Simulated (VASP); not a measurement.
**Os: single point with RPBE+D4**

The system is Os.

```
Os
1.0
     2.71575    0.00000    0.00000
    -1.35787    2.35191    0.00000
     0.00000    0.00000    4.29071
Os
2
Direct
  0.66667 0.33333 0.75000
  0.33333 0.66667 0.25000
```

```json
{
  "Program": "VASP 6.6.1",
  "Task": "single point",
  "Functional": "RPBE",
  "Dispersion": "D4",
  "Potentials or basis": "VASP PAW PBE potentials, release 64 (Os)",
  "Cutoff": "520 eV",
  "k mesh": "11 × 11 × 6",
  "Occupations": "fermi-dirac, width 0.05 eV",
  "Spin": "no spin polarisation",
  "Dipole correction": "no",
  "Further INCAR settings": "ALGO = Normal; EDIFF = 1e-06; NBANDS = 15"
}
```

```yaml
Pressure: 8.0 GPa
Band_gap_on_the_k_mesh: zero (bands 8 and 9 overlap by 4.01 eV)
Dispersion_energy_per_atom: -1.266 eV
```

Stress tensor (GPa, compression positive):
```
7.70 0.00 0.00
0.00 7.70 0.00
0.00 0.00 8.69
```

Levels at points of the mesh, in eV from the Fermi level:
| k point | band 4 | band 5 | band 6 | band 7 | band 8 | band 9 | band 10 | band 11 | band 12 | band 13 |
| --- | --- | --- | --- | --- | --- | --- | --- | --- | --- | --- |
| (0.00, 0.00, 0.00) | -3.10 | -2.84 | -2.23 | -2.23 | -1.56 | -1.56 | 0.07 | 1.78 | 1.78 | 9.39 |
| (0.00, 0.00, 0.50) | -3.63 | -3.30 | -3.30 | -3.30 | -3.30 | 0.98 | 0.98 | 0.98 | 0.98 | 13.76 |

Wall time 48 s on 1 thread of AMD EPYC 7R13, on a shared host, peak memory 0.12 GiB.

Caveat: the cell stands under pressure; the dispersion term is far too large for a dense solid, which distorts pressure and volume; the PAW data sets were made with another functional, which shifts forces and pressure a little; spin-orbit coupling is left out, which moves the levels of the heavy elements.
